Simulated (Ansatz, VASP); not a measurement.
**One calculation of B2W, two programs**

The input INCAR:

```
SYSTEM = B2W
PREC = Accurate
ENCUT = 520
EDIFF = 1E-7
ISMEAR = -1
SIGMA = 0.05
LREAL = .False.
LASPH = .True.
NELM = 100
ALGO = Normal
ISIF = 2
LWAVE = .False.
LCHARG = .True.
GGA = CA
LELF = .True.
LVHAR = .True.
NBANDS = 17
```

File KPOINTS:

```
Automatic mesh
0
Gamma
  14 14 12
  0 0 0
```

File POSCAR:

```
B2W
1.0
    3.0200014205      0.0000000000      0.0000000000
   -1.5100007103      2.6153979496      0.0000000000
    0.0000000000      0.0000000000      3.0195000000
B W
2 1
Direct
    0.3333333333      0.6666666667      0.5000000000
    0.6666666667      0.3333333333      0.5000000000
    0.0000000000      0.0000000000      0.0000000000
```

Input for Ansatz:

```yaml
crystal:
  lattice:
    - [3.0200014205, 0.0, 0.0]
    - [-1.5100007103, 2.6153979496, 0.0]
    - [0.0, 0.0, 3.0195]
  atoms:
    - { symbol: B, position: [0.3333333333, 0.6666666667, 0.5] }
    - { symbol: B, position: [0.6666666667, 0.3333333333, 0.5] }
    - { symbol: W, position: [0.0, 0.0, 0.0] }
kpoints:
  mp_grid: { grid: [14, 14, 12] }
  band_path:
    path:
      - [0.0, 0.0, 0.0]
      - [0.5, 0.0, 0.0]
      - [0.3333333333, 0.3333333333, 0.0]
      - [0.0, 0.0, 0.0]
      - [0.0, 0.0, 0.5]
      - [0.5, 0.0, 0.5]
      - [0.3333333333, 0.3333333333, 0.5]
      - [0.0, 0.0, 0.5]
      - [0.5, 0.0, 0.5]
    npoints: 5
scf:
  occupations: { method: fermi_dirac, width: 0.05 }
hamiltonian:
  xc: lda
  pseudopotentials: { kind: all_electron, lapw: { basis_error: 0.0005 } }
output:
  forces: true
  stress: true
  eigenvalues: true
```

Change from the starting cell: zz strain of -1 %.

Alike in both runs: task single point; functional LDA; k mesh 14 × 14 × 12; occupations fermi-dirac, width 0.05 eV; no spin polarisation.

|  | VASP | Ansatz |
| --- | --- | --- |
| version | VASP 6.6.1 | Ansatz 0.2.0 |
| potentials or method | VASP PAW LDA potentials, release 64 (B, W_sv), cutoff 520 eV | all-electron LAPW, scalar-relativistic |

```tsv
	VASP	Ansatz	Ansatz less VASP
pressure (GPa)	29.0	26.7	-2.31
traceless stress, the component that is largest in VASP (GPa)	13.51	13.24	-0.276
```

LDA's correlation is that of Perdew and Zunger in VASP and of Perdew and Wang (1992) in Ansatz. Ansatz ran all-electron here, and VASP with PAW potentials.

Neither program's run includes spin-orbit coupling.
